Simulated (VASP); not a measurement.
# PbO2: single point with r2SCAN0

Crystal: PbO2.

```
CELL_PARAMETERS angstrom
0.00000 2.70199 2.70199
2.70199 0.00000 2.70199
2.70199 2.70199 0.00000
ATOMIC_POSITIONS crystal
Pb 0.00000 0.00000 0.00000
O 0.75000 0.75000 0.75000
O 0.25000 0.25000 0.25000
```

```
Program                            : VASP 6.6.1
Task                               : single point
Functional                         : r2SCAN0
Potentials or basis                : VASP PAW PBE potentials, release 64 (Pb_d, O)
Cutoff                             : 520 eV
k mesh                             : 5 × 5 × 5
Occupations                        : fermi-dirac, width 0.05 eV
Spin                               : no spin polarisation
Dipole correction                  : no
Grid for exact exchange (PRECFOCK) : Normal
Further INCAR settings             : ALGO = Normal; EDIFF = 1e-07; NBANDS = 20
Share of exact exchange            : 0.25
```

```json
{
 "Pressure": "-14.8 GPa",
 "Band gap on the k mesh": "zero (bands 13 and 14 overlap by 1.09 eV)"
}
```

Levels at points of the mesh, in eV from the Fermi level:
```csv
k point,band 9,band 10,band 11,band 12,band 13,band 14,band 15,band 16,band 17,band 18
"(0.00, 0.00, 0.00)",-2.24,-2.24,-1.56,-1.26,-1.26,-1.26,9.65,9.65,9.65,14.06
```

It took 14 min on 2 MPI ranks on Intel(R) Xeon(R) Platinum 8375C CPU @ 2.90GHz (Ice Lake) (shared host), peak memory 0.17 GiB a rank.

Caveat: the k points lie up to 0.40 Å⁻¹ apart, too coarse for converged energies and pressures of a metal; the PAW data sets were made with another functional, which shifts forces and pressure a little; spin-orbit coupling is left out, which moves the levels of the heavy elements.
